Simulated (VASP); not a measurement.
A run of VASP 6.6.1:

Contents of INCAR:

```
SYSTEM = CaSe
ALGO = Normal ; EDIFF = 1E-6
ENCUT = 520 ; GGA = PE
ISIF = 2 ; ISMEAR = 0
LASPH = .True. ; LCHARG = .False.
LREAL = .False. ; LWAVE = .False.
NBANDS = 15 ; NELM = 100
PREC = Accurate ; SIGMA = 0.05
```

File KPOINTS:

```
k-points
0
Gamma
  6 6 6
  0 0 0
```

The input POSCAR:

```
CaSe
1.0
    0.0000000000      3.2345471481      3.2345471481
    3.2345471481      0.0000000000      3.2345471481
    3.2345471481      3.2345471481      0.0000000000
Ca Se
1 1
Direct
    0.0000000000      0.0000000000      0.0000000000
    0.2500000000      0.2500000000      0.2500000000
```

Potentials or basis: VASP PAW PBE potentials, release 64 (Ca_sv, Se).

Launch:

```sh
$ cat potpaw_PBE.64/Ca_sv/POTCAR potpaw_PBE.64/Se/POTCAR > POTCAR
$ mpirun -np 1 vasp_std > vasp.out
```

Hardware: 1 thread of Intel(R) Xeon(R) Platinum 8124M CPU @ 3.00GHz (Skylake/Cascade Lake), on a shared host.

How long does it take, and how much memory?

Wall time 18 s on 1 thread of Intel(R) Xeon(R) Platinum 8124M CPU @ 3.00GHz (Skylake/Cascade Lake), with other jobs on the host, peak memory 0.21 GiB. Counts: scf iterations 14, k points 16.
